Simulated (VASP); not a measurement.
# C (Imma) in VASP: single point with PBE

Aim: the single point of C with PBE.

Everything below comes from runs of VASP 6.6.1. Logs are shortened: lines on timing, memory, paths and dates and some standing lists are left out, and cuts for length are marked.

**1. The cell of the first run**

It takes space group Imma (No. 74, orthorhombic). The conventional cell has a = 2.522 Å, b = 2.522 Å, c = 3.567 Å, α = 90.00°, β = 90.00°, γ = 90.00°. Within 1.9 Å of C (site symmetry mm2) lie 4 C at 1.44 to 1.67 Å.

**2. Single point, PBE (atom 1 (C) moved by (+0.000, -0.200) A along [1 1 0] and z)**

The input, INCAR:

```
SYSTEM = C
  ALGO = Normal
  EDIFF = 1E-7
  ENCUT = 520
  GGA = PE
  ISIF = 2
  ISMEAR = 0
  LASPH = .TRUE.
  LCHARG = .FALSE.
  LREAL = .FALSE.
  LWAVE = .FALSE.
  NBANDS = 11
  NELM = 100
  PREC = Accurate
  SIGMA = 0.05
```

The input, KPOINTS:

```
k-points
0
G
  12 12 12
  0 0 0
```

The input, POSCAR:

```
C
1.0
    0.0000000000      1.7834000000      1.7834000000
    1.7834000000      0.0000000000      1.7834000000
    1.7834000000      1.7834000000      0.0000000000
C
2
Direct
    0.4439273298      0.4439273298      0.5560726702
    0.7500000000      0.7500000000      0.7500000000
```

Potentials or basis: VASP PAW PBE potentials, release 64 (C).

On the command line:

```
> cat potpaw_PBE.64/C/POTCAR > POTCAR
> mpirun -np 1 vasp_std > vasp.out
```

OUTCAR:

```text
SYSTEM = C
   EDIFF = 1E-7
   ENCUT = 520
   GGA = PE
   ISIF = 2
   ISMEAR = 0
   LASPH = .TRUE.
   LREAL = .FALSE.
   NELM = 100
   PREC = Accurate

 ion  position               nearest neighbor table
   1  0.444  0.444  0.556-   2 1.44   2 1.44   2 1.67   2 1.67
   2  0.750  0.750  0.750-   1 1.44   1 1.44   1 1.67   1 1.67

  LATTYP: Found a face centered cubic cell.
 ALAT       =     3.5668000000

  Lattice vectors:

 A1 = (   0.0000000000,   1.7834000000,   1.7834000000)
 A2 = (   1.7834000000,   0.0000000000,   1.7834000000)
 A3 = (   1.7834000000,   1.7834000000,   0.0000000000)

Analysis of symmetry for initial positions (statically):
=====================================================================
 Subroutine PRICEL returns:
 Original cell was already a primitive cell.

 Routine SETGRP: Setting up the symmetry group for a
 face centered cubic supercell.

 Subroutine GETGRP returns: Found  8 space group operations
 (whereof  4 operations were pure point group operations)
 out of a pool of 48 trial point group operations.

The static configuration has the point symmetry C_2v.
 The point group associated with its full space group is D_2h.

Analysis of symmetry for dynamics (positions and initial velocities):
=====================================================================
 Subroutine PRICEL returns:
 Original cell was already a primitive cell.

 Routine SETGRP: Setting up the symmetry group for a
 face centered cubic supercell.

 Subroutine GETGRP returns: Found  8 space group operations
 (whereof  4 operations were pure point group operations)
 out of a pool of 48 trial point group operations.

The dynamic configuration has the point symmetry C_2v.
 The point group associated with its full space group is D_2h.

 Subroutine INISYM returns: Found  8 space group operations
 (whereof  4 operations are pure point group operations),
 and found     1 'primitive' translations

----------------------------------------------------------------------------------------

                                     Primitive cell

  volume of cell :      11.3443

  direct lattice vectors                    reciprocal lattice vectors
     0.000000000  1.783400000  1.783400000    -0.280363351  0.280363351  0.280363351
     1.783400000  0.000000000  1.783400000     0.280363351 -0.280363351  0.280363351
     1.783400000  1.783400000  0.000000000     0.280363351  0.280363351 -0.280363351

  length of vectors
     2.522108467  2.522108467  2.522108467     0.485603568  0.485603568  0.485603568

  position of ions in fractional coordinates (direct lattice)
     0.443927330  0.443927330  0.556072670
     0.750000000  0.750000000  0.750000000

  ion indices of the primitive-cell ions
   primitive index   ion index
                 1           1
                 2           2

----------------------------------------------------------------------------------------

 KPOINTS: k-points

Automatic generation of k-mesh.
 Grid dimensions read from file:
 generate k-points for:   12   12   12

 Generating k-lattice:

  Cartesian coordinates                     Fractional coordinates (reciprocal lattice)
    -0.023363613  0.023363613  0.023363613     0.083333333  0.000000000  0.000000000
     0.023363613 -0.023363613  0.023363613     0.000000000  0.083333333  0.000000000
     0.023363613  0.023363613 -0.023363613     0.000000000  0.000000000  0.083333333

  Length of vectors
     0.040466964  0.040466964  0.040466964

  Shift w.r.t. Gamma in fractional coordinates (k-lattice)
     0.000000000  0.000000000  0.000000000

 Subroutine IBZKPT returns following result:
 ===========================================

 Found    280 irreducible k-points:

 Following reciprocal coordinates:
            Coordinates               Weight
  0.000000  0.000000  0.000000      1.000000
  0.083333  0.000000  0.000000      4.000000
  0.000000  0.000000  0.083333      4.000000
  0.166667  0.000000  0.000000      4.000000
  0.000000  0.000000  0.166667      4.000000
  0.250000  0.000000  0.000000      4.000000
[... 16 lines left out ...]
  0.083333  0.083333 -0.166667      4.000000
  0.333333  0.083333  0.000000      4.000000
 [... further k-points ...]
   k-points           NKPTS =    280   k-points in BZ     NKDIM =    280   number of bands    NBANDS=     11
   number of dos      NEDOS =    301   number of ions     NIONS =      2
   total plane-waves  NPLWV =   8000
   dimension x,y,z NGX =    20 NGY =   20 NGZ =   20
   dimension x,y,z NGXF=    40 NGYF=   40 NGZF=   40
   ions per type =               2
   NGX,Y,Z   is equivalent  to a cutoff of  13.18, 13.18, 13.18 a.u.
   NGXF,Y,Z  is equivalent  to a cutoff of  26.37, 26.37, 26.37 a.u.
 SYSTEM =  C
   PREC   = accura    normal or accurate (medium, high low for compatibility)
   ISTART =      0    job   : 0-new  1-cont  2-samecut
   ICHARG =      2    charge: 1-file 2-atom 10-const
   ISPIN  =      1    spin polarized calculation?
   LNONCOLLINEAR =      F non collinear calculations
   LSORBIT =      F    spin-orbit coupling
   LASPH  =      T    aspherical Exc in radial PAW
   ENCUT  =  520.0 eV  38.22 Ry    6.18 a.u.   4.69  4.69  4.69*2*pi/ulx,y,z
   NELM   =    100;   NELMIN=  2; NELMDL= -5     # of ELM steps
   EDIFF  = 0.1E-06   stopping-criterion for ELM
   LREAL  =      F    real-space projection
   EDIFFG = 0.1E-05   stopping-criterion for IOM
   NSW    =      0    number of steps for IOM
   IBRION =     -1    ionic relax: 0-MD 1-quasi-New 2-CG
   NFREE  =      0    steps in history (QN), initial steepest desc. (CG)
   ISIF   =      2    stress and relaxation
   ISYM   =      2    0-nonsym 1-usesym 2-fastsym
   POTIM  = 0.5000    time-step for ionic-motion
   TEBEG  =    0.0;   TEEND  =   0.0 temperature during run
   PSTRESS=    0.0 pullay stress
   NELECT =       8.0000    total number of electrons
   NUPDOWN=      -1.0000    fix difference up-down
   EMIN   =  10.00;   EMAX   =-10.00  energy-range for DOS
   EFERMI =   0.00;   METHOD = LEGACY
   ISMEAR =     0;   SIGMA  =   0.05  broadening in eV -4-tet -1-fermi 0-gaus
   EFERMI_NEDOS =   21; number of points for ismear=-14 and -15
   IALGO  =     38    algorithm
   IMIX   =      4    mixing-type and parameters
     AMIX     =   0.40;   BMIX     =  1.00
     AMIX_MAG =   1.60;   BMIX_MAG =  1.00
  volume/ion in A,a.u.               =       5.67        38.28
  Fermi-wavevector in a.u.,A,eV,Ry     =   1.457178  2.753668 28.890189  2.123369
  Thomas-Fermi vector in A             =   2.574010
   LORBIT       =      0    0 simple, 1 ext, 2 COOP (PROOUT), +10 PAW based schemes
   GGA     = PE    functional components
   LHFCALC =     F    Hartree Fock is set to
   AEXX    =    0.0000 exact exchange contribution
   IVDW    =     0    specifies the selected vdW correction
   LEPSILON=     F    determine dielectric tensor
   LRPA    =     F    only Hartree local field effects (RPA)
 non-spin polarized calculation
 Gauss-broadening in eV      SIGMA  =   0.05
  energy-cutoff  :      520.00
  volume of cell :       11.34
 maximum number of plane-waves:       316
   NGX =  9   NGY =  9   NGZ =  9

 number of electron       7.9999999 magnetization

 Free energy of the ion-electron system (eV)
  ---------------------------------------------------
  ext. energy  EPLUGINS =         0.00000000
  ---------------------------------------------------
  free energy    TOTEN  =       -17.47428798 eV

  energy without entropy =      -17.47427251  energy(sigma->0) =      -17.47428024

 E-fermi :  12.7992     XC(G=0): -13.2581

 val. band max:       12.7560036606   @ k =   0.0000   0.0000   0.0000
 cond. band min:      12.8424313639   @ k =   0.0000   0.0000   0.0000
 fundamental gap:      0.0864277033
 Fermi energy:        12.7992175083

 k-point     1 :       0.0000    0.0000    0.0000
  band No.  band energies     occupation
      1     -11.8225      2.00000
      2       6.6830      2.00000
      3      10.2728      2.00000
      4      12.7560      1.77840
      5      12.8424      0.22160
      6      14.6263      0.00000
      7      18.2535      0.00000
      8      22.8948      0.00000
      9      28.6866      0.00000
     10      35.1439      0.00000
     11      36.1714      0.00000

 k-point     2 :       0.0833    0.0000    0.0000
  band No.  band energies     occupation
      1     -11.6324      2.00000
      2       6.0732      2.00000
      3       9.6329      2.00000
      4      11.5589      2.00000
      5      14.0662      0.00000
      6      15.0299      0.00000
      7      18.7992      0.00000
      8      23.1206      0.00000
      9      28.8854      0.00000
     10      33.2362      0.00000
     11      34.2946      0.00000

 k-point     3 :       0.0000    0.0000    0.0833
  band No.  band energies     occupation
      1     -11.6310      2.00000
      2       6.5248      2.00000
      3       9.1509      2.00000
      4      11.3215      2.00000
      5      13.6828      0.00000
      6      15.7955      0.00000
      7      18.5540      0.00000
      8      22.9865      0.00000
      9      29.0533      0.00000
     10      34.3912      0.00000
     11      34.5062      0.00000
[... 267 lines left out ...]
 k-point    23 :       0.0833    0.0833   -0.1667
  band No.  band energies     occupation
      1     -10.3034      2.00000
      2       4.5477      2.00000
      3       5.2322      2.00000
      4       9.5146      2.00000
      5      14.5974      0.00000
      6      18.0546      0.00000
      7      20.6655      0.00000
      8      23.2944      0.00000
      9      29.0463      0.00000
     10      31.9753      0.00000
     11      34.4357      0.00000

 k-point    24 :       0.3333    0.0833    0.0000
  band No.  band energies     occupation
      1      -9.1273      2.00000
      2       0.6102      2.00000
      3       6.5919      2.00000
      4       8.0279      2.00000
      5      16.8298      0.00000
      6      17.5214      0.00000
      7      21.4753      0.00000
      8      23.8301      0.00000
      9      28.7894      0.00000
     10      32.2644      0.00000
     11      34.6781      0.00000

 [... further k-points ...]

------------------------ aborting loop because EDIFF is reached ----------------------------------------

  FORCE on cell =-STRESS in cart. coord.  units (eV):
  Direction    XX          YY          ZZ          XY          YZ          ZX
  --------------------------------------------------------------------------------------
  -------------------------------------------------------------------------------------
  Total        1.3227612      1.3227612      0.7306408     -0.6198282      0.0000000      0.0000000
  in kB      186.8167201    186.8167201    103.1901452    -87.5398113      0.0000000      0.0000000
  external PRESSURE =     158.9411951 kB  Pullay stress =       0.0000000 kB

 VOLUME and BASIS-vectors are now :
 -----------------------------------------------------------------------------
  energy-cutoff  :      520.00
  volume of cell :       11.34
      direct lattice vectors                 reciprocal lattice vectors
     0.000000000  1.783400000  1.783400000    -0.280363351  0.280363351  0.280363351
     1.783400000  0.000000000  1.783400000     0.280363351 -0.280363351  0.280363351
     1.783400000  1.783400000  0.000000000     0.280363351  0.280363351 -0.280363351

 POSITION                                       TOTAL-FORCE (eV/Angst)
 -----------------------------------------------------------------------------------
      1.78340      1.78340      1.58340         0.000000      0.000000      6.766167
      2.67510      2.67510      2.67510        -0.000000     -0.000000     -6.766167
 -----------------------------------------------------------------------------------
    total drift:                                0.000000      0.000000      0.000007

  FREE ENERGIE OF THE ION-ELECTRON SYSTEM (eV)
  ---------------------------------------------------
  free  energy   TOTEN  =       -17.4742879788 eV

  energy  without entropy=      -17.4742725094  energy(sigma->0) =      -17.47428024
```

Wall time 17 s (1 thread of Intel Xeon 6975P-C, shared host); peak memory 0.14 GiB.

Results:

```yaml
Free_energy: -17.4743 eV
Pressure: 15.9 GPa
Largest_force: 6.766 eV/Å
Band_gap_on_the_k_mesh: 0.09 eV, direct
```

Forces on the atoms (eV/Å):
```
C    0.000  0.000  6.766
C    0.000  0.000 -6.766
```

Stress tensor (GPa, compression positive):
```
18.68 -8.75  0.00
-8.75 18.68  0.00
 0.00  0.00 10.32
```

Levels at points of the mesh, in eV from the valence-band top:
| k point | band 1 | band 2 | band 3 | band 4 | band 5 | band 6 | band 7 | band 8 |
| --- | --- | --- | --- | --- | --- | --- | --- | --- |
| (0.00, 0.00, 0.00) | -24.58 | -6.07 | -2.48 | 0.00 | 0.09 | 1.87 | 5.50 | 10.14 |
| (0.50, 0.00, 0.00) | -18.53 | -17.27 | -6.77 | -4.22 | 3.26 | 4.91 | 9.35 | 13.60 |
| (0.00, 0.00, 0.50) | -19.17 | -15.72 | -7.89 | -4.09 | 1.99 | 5.94 | 7.90 | 11.40 |
| (0.50, 0.50, 0.00) | -16.57 | -15.05 | -10.56 | -8.64 | 0.84 | 2.69 | 12.26 | 16.23 |
| (0.00, 0.50, 0.50) | -16.09 | -16.09 | -9.02 | -9.02 | 0.98 | 0.98 | 14.82 | 14.82 |

Caveat: the cell differs from its parent crystal (atom 1 (C) moved by (+0.000, -0.200) A along [1 1 0] and z); forces of over 1 eV/Å act on the atoms, so gaps and moduli don't describe the material at rest. A k mesh can miss the band edges.
